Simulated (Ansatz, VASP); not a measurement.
## NaF in VASP and in Ansatz

```
CELL_PARAMETERS angstrom
0.00000 2.32667 2.32667
2.32667 0.00000 2.32667
2.32667 2.32667 0.00000
ATOMIC_POSITIONS crystal
Na 0.00000 0.00000 0.00000
F 0.50000 0.50000 0.50000
```

Alike in both runs: task single point; functional PBEsol; k mesh 10 × 10 × 10; no spin polarisation.

```csv
,VASP,Ansatz
version,VASP 6.6.1,Ansatz 0.2.0
potentials or method,"VASP PAW PBE potentials, release 64 (Na_pv, F)","PAW with Ansatz's default frozen-core files, scalar-relativistic"
plane-wave cutoff (eV),520,420
occupations,"gaussian, width 0.01 eV",fixed
valence electrons in the cell,14,16
```

|  | VASP | Ansatz | Ansatz less VASP |
| --- | --- | --- | --- |
| gap on the k mesh at the Fermi level (eV) | 6.10 | 6.12 | +0.020 |
| pressure (GPa) | -0.7 | -0.7 | +0.01 |

VASP's potentials were made for PBE, not for PBEsol. VASP's potentials hold 14 valence electrons a cell and Ansatz's 16, so a difference there can come from the potentials and not from the codes.
